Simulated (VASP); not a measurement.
# LiC18 in VASP: further runs

LiC18 is run at these levels: PBEsol; tasks: single point.

Program: VASP 6.6.1. These are calculated values, not measurements. Logs are shortened: lines on timing, memory, paths and dates and some standing lists are left out, and cuts for length are marked.

**1. The cell of the first run**

The cell holds a slab with vacuum, 19 atoms: a = 7.398 Å, b = 7.398 Å, c = 13.000 Å, α = 90.00°, β = 90.00°, γ = 120.00°.

**2. Single point, PBEsol, collinear spin, zero start**

INCAR reads:

```
SYSTEM = LiC18
PREC     = Accurate       ! precision mode
ENCUT    = 520            ! plane-wave cutoff, eV
EDIFF    = 1E-6           ! SCF threshold, eV
ISMEAR   = 0              ! smearing method
SIGMA    = 0.02           ! smearing width, eV
LREAL    = Auto         
LASPH    = .True.         ! aspherical terms in the spheres
NELM     = 150            ! most SCF steps
ALGO     = Normal         ! electronic algorithm
ISIF     = 2              ! what is computed and relaxed
LWAVE    = .False.        ! write WAVECAR
LCHARG   = .False.        ! write CHGCAR
ISPIN    = 2              ! spin polarisation
MAGMOM   = 0 0 0 0 0 0 0 0 0 0 0 0 0 0 0 0 0 0 0 ! initial moments
LORBIT   = 11             ! projections on sites
GGA      = PS             ! functional
NBANDS   = 56             ! bands
```

KPOINTS reads:

```
Automatic mesh
0
Gamma
  2 2 1
  0 0 0
```

POSCAR reads:

```
LiC18
1.0
    7.3980000000      0.0000000000      0.0000000000
   -3.6990000000      6.4068560000      0.0000000000
    0.0000000000      0.0000000000     13.0000000000
C Li
18 1
Direct
   -0.0013489418     -0.0040790678      0.0782223846
    0.2203859468      0.1075196633      0.0783263846
   -0.0013623703      0.3292552541      0.0781882308
    0.2203729932      0.4393688574      0.0781214615
   -0.0023410198      0.6620927644      0.0782081538
    0.2197554509      0.7731375576      0.0771250769
    0.3314320583     -0.0035335584      0.0773226923
    0.5547482674      0.1081188652      0.0773886154
    0.3319927563      0.3292536932      0.0781898462
    0.5541991844      0.4403559250      0.0782031538
    0.3314219741      0.6614654676      0.0769844615
    0.5547617203      0.7731363090      0.0770548462
    0.6664191920     -0.0035309050      0.0772600769
    0.8885170955      0.1075221606      0.0782900769
    0.6657980665      0.3302206262      0.0783650000
    0.8875324300      0.4403576419      0.0782145385
    0.6658126229      0.6620910475      0.0781638462
    0.8875468810      0.7737136592      0.0781843846
    0.4424986987      0.8830338937      0.2043410769
```

Potentials or basis: VASP PAW PBE potentials, release 64 (C, Li_sv).

Run with:

```console
> cat potpaw_PBE.64/C/POTCAR potpaw_PBE.64/Li_sv/POTCAR > POTCAR
> mpirun -np 1 vasp_std > vasp.out
```

OUTCAR:

```text
SYSTEM = LiC18
   PREC = Accurate
   ENCUT = 520
   EDIFF = 1E-6
   ISMEAR = 0
   LREAL = Auto
   LASPH = .True.
   NELM = 150
   ISIF = 2
   ISPIN = 2
   LORBIT = 11
   GGA = PS

 ion  position               nearest neighbor table
   1  0.999  0.996  0.078-   2 1.42  14 1.42  18 1.42
   2  0.220  0.108  0.078-   9 1.42   1 1.42   7 1.42
   3  0.999  0.329  0.078-  14 1.42   4 1.42  16 1.42
   4  0.220  0.439  0.078-   9 1.42   3 1.42  11 1.42
   5  0.998  0.662  0.078-  18 1.42  16 1.42   6 1.42
   6  0.220  0.773  0.077-   5 1.42   7 1.43  11 1.43  19 2.18
   7  0.331  0.996  0.077-   2 1.42   8 1.43   6 1.43  19 2.19
   8  0.555  0.108  0.077-  15 1.42   7 1.43  13 1.43  19 2.19
   9  0.332  0.329  0.078-   2 1.42   4 1.42  10 1.42
  10  0.554  0.440  0.078-  15 1.42  17 1.42   9 1.42
  11  0.331  0.661  0.077-   4 1.42   6 1.43  12 1.43  19 2.18
  12  0.555  0.773  0.077-  17 1.42  13 1.43  11 1.43  19 2.18
  13  0.666  0.996  0.077-  14 1.42   8 1.43  12 1.43  19 2.19
  14  0.889  0.108  0.078-   3 1.42   1 1.42  13 1.42
  15  0.666  0.330  0.078-  10 1.42  16 1.42   8 1.42
  16  0.888  0.440  0.078-  15 1.42   5 1.42   3 1.42
  17  0.666  0.662  0.078-  18 1.42  10 1.42  12 1.42
  18  0.888  0.774  0.078-   5 1.42  17 1.42   1 1.42
  19  0.442  0.883  0.204-  11 2.18  12 2.18   6 2.18  13 2.19   7 2.19   8 2.19

  LATTYP: Found a hexagonal cell.
 ALAT       =     7.3980000000
 C/A-ratio  =     1.7572316842

  Lattice vectors:

 A1 = (   7.3980000000,   0.0000000000,   0.0000000000)
 A2 = (  -3.6990000000,   6.4068560000,   0.0000000000)
 A3 = (   0.0000000000,   0.0000000000,  13.0000000000)

Analysis of symmetry for initial positions (statically):
=====================================================================
 Subroutine PRICEL returns:
 Original cell was already a primitive cell.

 Routine SETGRP: Setting up the symmetry group for a
 hexagonal supercell.

 Subroutine GETGRP returns: Found  1 space group operations
 (whereof  1 operations were pure point group operations)
 out of a pool of 24 trial point group operations.

The static configuration has the point symmetry C_1 .

Analysis of symmetry for dynamics (positions and initial velocities):
=====================================================================
 Subroutine PRICEL returns:
 Original cell was already a primitive cell.

 Routine SETGRP: Setting up the symmetry group for a
 hexagonal supercell.

 Subroutine GETGRP returns: Found  1 space group operations
 (whereof  1 operations were pure point group operations)
 out of a pool of 24 trial point group operations.

The dynamic configuration has the point symmetry C_1 .

Analysis of structural, dynamic, and magnetic symmetry:
=====================================================================
 Subroutine PRICEL returns:
 Original cell was already a primitive cell.

 Routine SETGRP: Setting up the symmetry group for a
 hexagonal supercell.

 Subroutine GETGRP returns: Found  1 space group operations
 (whereof  1 operations were pure point group operations)
 out of a pool of 24 trial point group operations.

The overall configuration has the point symmetry C_1 .

 Subroutine INISYM returns: Found  1 space group operations
 (whereof  1 operations are pure point group operations),
 and found     1 'primitive' translations

----------------------------------------------------------------------------------------

                                     Primitive cell

  volume of cell :     616.1730

  direct lattice vectors                    reciprocal lattice vectors
     7.398000000  0.000000000  0.000000000     0.135171668  0.078041398  0.000000000
    -3.699000000  6.406856000  0.000000000     0.000000000  0.156082796  0.000000000
     0.000000000  0.000000000 13.000000000     0.000000000  0.000000000  0.076923077

  length of vectors
     7.398000000  7.398000054 13.000000000     0.156082797  0.156082796  0.076923077

  position of ions in fractional coordinates (direct lattice)
     0.998651058  0.995920932  0.078222385
     0.220385947  0.107519663  0.078326385
     0.998637630  0.329255254  0.078188231
     0.220372993  0.439368857  0.078121461
     0.997658980  0.662092764  0.078208154
     0.219755451  0.773137558  0.077125077
[... 11 lines left out ...]
     0.887546881  0.773713659  0.078184385
     0.442498699  0.883033894  0.204341077

  ion indices of the primitive-cell ions
   primitive index   ion index
                 1           1
                 2           2
                 3           3
                 4           4
                 5           5
                 6           6
[... 11 lines left out ...]
                18          18
                19          19

[... 27 lines left out ...]
            Coordinates               Weight
  0.000000  0.000000  0.000000      1.000000
  0.500000  0.000000  0.000000      1.000000
  0.000000  0.500000  0.000000      1.000000
  0.500000  0.500000  0.000000      1.000000
   k-points           NKPTS =      4   k-points in BZ     NKDIM =      4   number of bands    NBANDS=     56
   number of dos      NEDOS =    301   number of ions     NIONS =     19
   total plane-waves  NPLWV = 307328
   dimension x,y,z NGX =    56 NGY =   56 NGZ =   98
   dimension x,y,z NGXF=   112 NGYF=  112 NGZF=  196
   ions per type =              18   1
   NGX,Y,Z   is equivalent  to a cutoff of  12.58, 12.58, 12.53 a.u.
   NGXF,Y,Z  is equivalent  to a cutoff of  25.17, 25.17, 25.06 a.u.
 SYSTEM =  LiC18
   PREC   = accura    normal or accurate (medium, high low for compatibility)
   ISTART =      0    job   : 0-new  1-cont  2-samecut
   ICHARG =      2    charge: 1-file 2-atom 10-const
   ISPIN  =      2    spin polarized calculation?
   LNONCOLLINEAR =      F non collinear calculations
   LSORBIT =      F    spin-orbit coupling
   LASPH  =      T    aspherical Exc in radial PAW
   ENCUT  =  520.0 eV  38.22 Ry    6.18 a.u.  13.76 13.76 24.17*2*pi/ulx,y,z
   NELM   =    150;   NELMIN=  2; NELMDL= -5     # of ELM steps
   EDIFF  = 0.1E-05   stopping-criterion for ELM
   LREAL  =      T    real-space projection
   EDIFFG = 0.1E-04   stopping-criterion for IOM
   NSW    =      0    number of steps for IOM
   IBRION =     -1    ionic relax: 0-MD 1-quasi-New 2-CG
   NFREE  =      0    steps in history (QN), initial steepest desc. (CG)
   ISIF   =      2    stress and relaxation
   ISYM   =      2    0-nonsym 1-usesym 2-fastsym
   POTIM  = 0.5000    time-step for ionic-motion
   TEBEG  =    0.0;   TEEND  =   0.0 temperature during run
   PSTRESS=    0.0 pullay stress
   NELECT =      75.0000    total number of electrons
   NUPDOWN=      -1.0000    fix difference up-down
   EMIN   =  10.00;   EMAX   =-10.00  energy-range for DOS
   EFERMI =   0.00;   METHOD = LEGACY
   ISMEAR =     0;   SIGMA  =   0.02  broadening in eV -4-tet -1-fermi 0-gaus
   EFERMI_NEDOS =   21; number of points for ismear=-14 and -15
   IALGO  =     38    algorithm
   IMIX   =      4    mixing-type and parameters
     AMIX     =   0.40;   BMIX     =  1.00
     AMIX_MAG =   1.60;   BMIX_MAG =  1.00
  volume/ion in A,a.u.               =      32.43       218.85
  Fermi-wavevector in a.u.,A,eV,Ry     =   0.811324  1.533180  8.955991  0.658247
  Thomas-Fermi vector in A             =   1.920663
   LORBIT       =     11    0 simple, 1 ext, 2 COOP (PROOUT), +10 PAW based schemes
   GGA     = PS    functional components
   LHFCALC =     F    Hartree Fock is set to
   AEXX    =    0.0000 exact exchange contribution
   IVDW    =     0    specifies the selected vdW correction
   LEPSILON=     F    determine dielectric tensor
   LRPA    =     F    only Hartree local field effects (RPA)
 spin polarized calculation
 Gauss-broadening in eV      SIGMA  =   0.02
  energy-cutoff  :      520.00
  volume of cell :      616.17
 maximum number of plane-waves:     16651
 NGX is ok and might be reduce to    56
   NGX = 27   NGY = 27   NGZ = 49

 number of electron      74.9999993 magnetization      -0.0000000

 number of electron      74.9999993 magnetization       0.0000000

 Free energy of the ion-electron system (eV)
  ---------------------------------------------------
  ext. energy  EPLUGINS =         0.00000000
  ---------------------------------------------------
  free energy    TOTEN  =      -175.42127533 eV

  energy without entropy =     -175.42127533  energy(sigma->0) =     -175.42127533

 E-fermi :  -1.0699     XC(G=0):  -3.3999

 val. band max:       -1.1743559111   @ k =   0.0000   0.0000   0.0000
 cond. band min:       0.3971717452   @ k =   0.5000   0.0000   0.0000
 fundamental gap:      1.5715276563
 Fermi energy:        -1.0698542939

 spin component 1

 k-point     1 :       0.0000    0.0000    0.0000
  band No.  band energies     occupation
      1     -48.6778      1.00000
      2     -20.6102      1.00000
      3     -18.1916      1.00000
      4     -18.0731      1.00000
      5     -18.0731      1.00000
      6     -17.8938      1.00000
[... 197 lines left out ...]
     48       3.6758      0.00000
     49       3.8250      0.00000
 Fermi energy:        -1.0698542939

 spin component 2

 k-point     1 :       0.0000    0.0000    0.0000
  band No.  band energies     occupation
      1     -48.6778      1.00000
      2     -20.6102      1.00000
      3     -18.1916      1.00000
      4     -18.0731      1.00000
      5     -18.0731      1.00000
      6     -17.8938      1.00000
[... 197 lines left out ...]
     48       3.6758      0.00000
     49       3.8248      0.00000
 [bands above 49 left out]

------------------------ aborting loop because EDIFF is reached ----------------------------------------

  FORCE on cell =-STRESS in cart. coord.  units (eV):
  Direction    XX          YY          ZZ          XY          YZ          ZX
  --------------------------------------------------------------------------------------
  -------------------------------------------------------------------------------------
  Total        2.1952210      2.1990508     -0.1166315     -0.0048082      0.0210771     -0.0107201
  in kB        5.7080292      5.7179874     -0.3032659     -0.0125023      0.0548047     -0.0278744
  external PRESSURE =       3.7075836 kB  Pullay stress =       0.0000000 kB

 VOLUME and BASIS-vectors are now :
 -----------------------------------------------------------------------------
  energy-cutoff  :      520.00
  volume of cell :      616.17
      direct lattice vectors                 reciprocal lattice vectors
     7.398000000  0.000000000  0.000000000     0.135171668  0.078041398  0.000000000
    -3.699000000  6.406856000  0.000000000     0.000000000  0.156082796  0.000000000
     0.000000000  0.000000000 13.000000000     0.000000000  0.000000000  0.076923077

 POSITION                                       TOTAL-FORCE (eV/Angst)
 -----------------------------------------------------------------------------------
      3.70411      6.38072      1.01689         0.001058      0.001846     -0.002552
      1.23270      0.68886      1.01824         0.003995      0.002677     -0.001159
      6.17001      2.10949      1.01645         0.003809      0.007439      0.001270
      0.00509      2.81497      1.01558         0.001646      0.000611     -0.002904
      4.93160      4.24193      1.01671         0.006760     -0.002591     -0.003883
     -1.23408      4.95338      1.00263        -0.007140     -0.008820     -0.006000
[... 11 lines left out ...]
      3.70411      4.95707      1.01640         0.002445      0.002768     -0.000383
      0.00726      5.65747      2.65643        -0.002476      0.018795      0.044858
 -----------------------------------------------------------------------------------
    total drift:                                0.002078     -0.007211     -0.039509

  FREE ENERGIE OF THE ION-ELECTRON SYSTEM (eV)
  ---------------------------------------------------
  free  energy   TOTEN  =      -175.4212753334 eV

  energy  without entropy=     -175.4212753334  energy(sigma->0) =     -175.42127533

 total charge

# of ion       s       p       d       tot
------------------------------------------
    1        0.857   1.792   0.000   2.649
    2        0.856   1.795   0.000   2.651
    3        0.857   1.792   0.000   2.649
    4        0.856   1.795   0.000   2.651
    5        0.856   1.795   0.000   2.651
    6        0.854   1.795   0.000   2.648
[... 11 lines left out ...]
   18        0.857   1.792   0.000   2.649
   19        2.010   0.064   0.000   2.074
--------------------------------------------------
tot         17.406  32.356   0.000  49.762

 magnetization (x)

# of ion       s       p       d       tot
------------------------------------------
    1        0.000   0.000   0.000   0.000
    2        0.000   0.000   0.000   0.000
    3        0.000  -0.000   0.000   0.000
    4        0.000   0.000   0.000   0.000
    5       -0.000  -0.000   0.000  -0.000
    6       -0.000  -0.000   0.000  -0.000
[... 11 lines left out ...]
   18        0.000   0.000   0.000   0.000
   19        0.000   0.000   0.000   0.000
--------------------------------------------------
tot          0.000  -0.000   0.000   0.000
```

Wall time 7.1 min (1 thread of Intel Xeon Platinum 8559C (Emerald Rapids), shared host); peak memory 0.9 GiB.

Results:

- Free energy: -175.4213 eV
- Largest force: 0.049 eV/Å
- Net moment: 0.00 μB per cell
- Valence electrons inside the program's atomic spheres: C 2.65; Li 2.07

Forces on the atoms (eV/Å):
```
C    0.001  0.002 -0.003
C    0.004  0.003 -0.001
C    0.004  0.007  0.001
C    0.002  0.001 -0.003
C    0.007 -0.003 -0.004
C   -0.007 -0.009 -0.006
C   -0.007  0.001 -0.007
C   -0.002  0.011 -0.011
C   -0.007  0.007  0.003
C   -0.006 -0.007  0.003
C   -0.003 -0.016 -0.003
C    0.002 -0.012 -0.004
C    0.010  0.004 -0.006
C    0.002  0.001 -0.004
C    0.001 -0.007 -0.002
C    0.006 -0.004  0.000
C   -0.006 -0.003  0.001
C    0.002  0.003  0.000
Li  -0.002  0.019  0.045
```

Caveat: the k points lie up to 0.49 Å⁻¹ apart; the cutoff is under 1.25 times the usual one of these potentials, so pressure, stress and relaxed cells hold a basis-set (Pulay) error; there is no dipole correction, which matters where the two faces differ; no moment was typed at the start, so none could form; the PAW data sets were made with another functional, which shifts forces and pressure a little.

[end of part 1 of 2]
